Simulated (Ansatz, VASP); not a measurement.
Ta2Si: VASP beside Ansatz

The input INCAR:

```
SYSTEM = Ta2Si
PREC = Accurate ; ENCUT = 520
EDIFF = 1E-6 ; ISMEAR = 0
SIGMA = 0.15 ; LREAL = .FALSE.
LASPH = .TRUE. ; NELM = 60
ALGO = Fast ; ISIF = 2
LWAVE = .FALSE. ; LCHARG = .FALSE.
GGA = PS ; NBANDS = 35
```

Contents of KPOINTS:

```
Automatic mesh
0
G
  12 12 12
  0 0 0
```

The input POSCAR:

```
Ta2Si
1.0
   -3.0683767195      3.0683767195      2.4191033869
    3.0683767195     -3.0683767195      2.4191033869
    3.0683767195      3.0683767195     -2.4191033869
Ta Si
4 2
Direct
    0.6630661939      0.8369338061      0.5000000000
    0.8369338061      0.3369338061      0.1738676123
    0.3369338061      0.1630661939      0.5000000000
    0.1630661939      0.6630661939      0.8261323878
    0.2500000000      0.2500000000      0.0000000000
    0.7500000000      0.7500000000      0.0000000000
```

Input for Ansatz:

```yaml
crystal:
  lattice:
    - [-3.0683767195, 3.0683767195, 2.4191033869]
    - [3.0683767195, -3.0683767195, 2.4191033869]
    - [3.0683767195, 3.0683767195, -2.4191033869]
  atoms:
    - { symbol: Ta, position: [0.6630661939, 0.8369338061, 0.5] }
    - { symbol: Ta, position: [0.8369338061, 0.3369338061, 0.1738676123] }
    - { symbol: Ta, position: [0.3369338061, 0.1630661939, 0.5] }
    - { symbol: Ta, position: [0.1630661939, 0.6630661939, 0.8261323878] }
    - { symbol: Si, position: [0.25, 0.25, 0.0] }
    - { symbol: Si, position: [0.75, 0.75, 0.0] }
basis:
  ecutwfc: 420
kpoints:
  mp_grid: { grid: [12, 12, 12] }
hamiltonian:
  xc: pbesol
scf:
  occupations: { method: gaussian, width: 0.15 }
output:
  forces: true
  stress: true
  eigenvalues: true
```

Change from the starting cell: strain +0.000 along x and y, -0.040 along z, atoms carried along.

Alike in both runs: task single point; functional PBEsol; k mesh 12 × 12 × 12; occupations gaussian, width 0.15 eV; no spin polarisation.

|  | VASP | Ansatz |
| --- | --- | --- |
| version | VASP 6.6.1 | Ansatz 0.2.0 |
| potentials or method | VASP PAW PBE potentials, release 64 (Ta_pv, Si), cutoff 520 eV | scalar-relativistic, plane waves, PAW |
| valence electrons in the cell | 52 | 60 |

|  | VASP | Ansatz | Ansatz less VASP |
| --- | --- | --- | --- |
| gap on the k mesh at the Fermi level (eV) | none | none | - |
| pressure (GPa) | 10.6 | 10.3 | -0.37 |
| traceless stress, the component that is largest in VASP (GPa) | 6.85 | 6.89 | +0.039 |
| rms of the force components (eV/Å) | 0.079 | 0.075 | -0.0041 |

VASP's potentials were made for PBE, not for PBEsol. Atom by atom the forces differ by 0.004 eV/Å (rms over components). A gap of «none» marks a metal or a gap that the smearing closes. VASP's potentials hold 52 valence electrons a cell and Ansatz's 60, so a difference there can come from the potentials and not from the codes.

Spin-orbit coupling is off throughout.
